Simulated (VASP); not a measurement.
Input of a VASP 6.6.1 run:

The input INCAR:

```
SYSTEM = Mo
  PREC = Accurate
  ENCUT = 600
  EDIFF = 1E-6
  ISMEAR = 0
  SIGMA = 0.15
  LREAL = .FALSE.
  LASPH = .TRUE.
  NELM = 60
  ALGO = Fast
  ISIF = 3
  LWAVE = .FALSE.
  LCHARG = .FALSE.
  GGA = PS
  IBRION = 2
  NSW = 100
  EDIFFG = -0.01
```

File KPOINTS:

```
regular mesh
0
G
  12 12 14
  0 0 0
```

The input POSCAR:

```
Mo
1.0
    2.9055616250      0.0219796743     -0.2084430023
   -1.4337458561      2.1896010972      0.1138545683
   -0.1894205838      0.0101081996      2.5266810797
Mo
1
Direct
    0.0000000000      0.0000000000      0.5000000000
```

Potentials or basis: VASP PAW PBE potentials, release 64 (Mo_sv).

Command:

```sh
$ cat potpaw_PBE.64/Mo_sv/POTCAR > POTCAR
$ mpirun -np 1 vasp_std > vasp.out
```

Estimate the relaxed cell.

a = 3.126 Å, b = 2.712 Å, c = 2.708 Å, α = 70.67°, β = 125.06°, γ = 125.20°.

Estimate the space group after relaxing (to 0.1 Å).

Im-3m (No. 229).

Final structure:
```
CELL_PARAMETERS angstrom
2.97629 0.00561 -0.95561
-1.49283 2.21312 0.47590
-0.80344 0.00039 2.58613
ATOMIC_POSITIONS crystal
Mo 0.00000 0.00000 0.50000
```
